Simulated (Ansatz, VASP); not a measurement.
This is a calculation of Ge3Pd for VASP 6.6.1.

Contents of INCAR:

```
  PREC = Accurate
  ENCUT = 520
  EDIFF = 1E-7
  ISMEAR = -1
  SIGMA = 0.05
  LREAL = F
  LASPH = T
  NELM = 80
  ALGO = Normal
  ISIF = 2
  LWAVE = F
  LCHARG = T
  GGA = PE
  LELF = T
  LVHAR = T
  NBANDS = 34
```

File KPOINTS:

```
Automatic mesh
0
Gamma
  7 7 7
```

File POSCAR:

```
Ge3Pd
1.0
    4.1694544153      0.0000000000      0.0000000000
    0.0000000000      4.1694544153      0.0000000000
    0.0000000000      0.0000000000      4.1694544153
Pd Ge
1 3
Direct
    0.0000000000      0.0000000000      0.0000000000
    0.5000000000      0.5000000000      0.0000000000
    0.5000000000      0.0000000000      0.5000000000
    0.0000000000      0.5000000000      0.5000000000
```

Potentials or basis: VASP PAW PBE potentials, release 64 (Pd, Ge_d).

Command:

```console
$ cat potpaw_PBE.64/Pd/POTCAR potpaw_PBE.64/Ge_d/POTCAR > POTCAR
$ mpirun -np 1 vasp_std > vasp.out
```

Task: Translate it to Ansatz 0.2.0. Potentials there: Ansatz PAW.

Result: As run (the cutoff follows the program's own potentials):

File input.yaml:

```yaml
crystal:
  lattice:
    - [4.1694544153, 0.0, 0.0]
    - [0.0, 4.1694544153, 0.0]
    - [0.0, 0.0, 4.1694544153]
  atoms:
    - { symbol: Pd, position: [0.0, 0.0, 0.0] }
    - { symbol: Ge, position: [0.5, 0.5, 0.0] }
    - { symbol: Ge, position: [0.5, 0.0, 0.5] }
    - { symbol: Ge, position: [0.0, 0.5, 0.5] }
hamiltonian:
  xc: pbe
  pseudopotentials: { kind: paw }
kpoints:
  mp_grid: { grid: [7, 7, 7] }
scf:
  occupations: { method: fermi_dirac, width: 0.05 }
output:
  forces: true
  stress: true
  eigenvalues: true
```

Potentials or basis: Ansatz PAW.

The run is started by

```bash
$ ansatz run input.yaml --threads 2 --pin off --max-ram 5632MiB --backend cpu --events-out ev --progress --plain --runs-dir out
```

Both were run:

|  | VASP | Ansatz | Ansatz less VASP |
| --- | --- | --- | --- |
| gap on the k mesh at the Fermi level (eV) | none | none | - |
| pressure (GPa) | -1.7 | -1.7 | -0.02 |

A gap of «none» marks a metal or a gap that the smearing closes. The functional is the same, so the differences come from potentials, cutoffs and numerics. VASP's potentials hold 52 valence electrons a cell and Ansatz's 60, so a difference there can come from the potentials and not from the codes.
